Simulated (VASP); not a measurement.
A run of VASP 6.6.1 is set up as follows.

Contents of INCAR:

```
SYSTEM = MoS2
PREC = Accurate
ENCUT = 520
EDIFF = 1E-7
ISMEAR = 0
SIGMA = 0.02
LREAL = .False.
LASPH = .True.
NELM = 60
ALGO = Normal
ISIF = 2
LWAVE = .False.
LCHARG = .False.
NBANDS = 20
```

The input KPOINTS:

```
regular mesh
0
Gamma
  15 15 3
  0 0 0
```

The input POSCAR:

```
MoS2
1.0
    3.2156541334      0.0000000000      0.0000000000
   -1.6078270667      2.7848381693      0.0000000000
    0.0000000000      0.0000000000     17.5062408151
Mo S
1 2
Direct
    0.0000000000      0.0000000000      0.0000000000
    0.3333333333      0.6666666667      0.9105070200
    0.3333333333      0.6666666667      0.0894929800
```

Potentials or basis: VASP PAW LDA potentials, release 64 (Mo_sv, S).

Command:

```bash
$ cat potpaw_LDA.64/Mo_sv/POTCAR potpaw_LDA.64/S/POTCAR > POTCAR
$ mpirun -np 1 vasp_std > vasp.out
```

(1) What does it give for the largest force?

(2) What does it give for the band gap on the k mesh?

## Answers

(1) 0.833 eV/Å.

(2) 1.52 eV, indirect (least direct gap 1.60 eV).
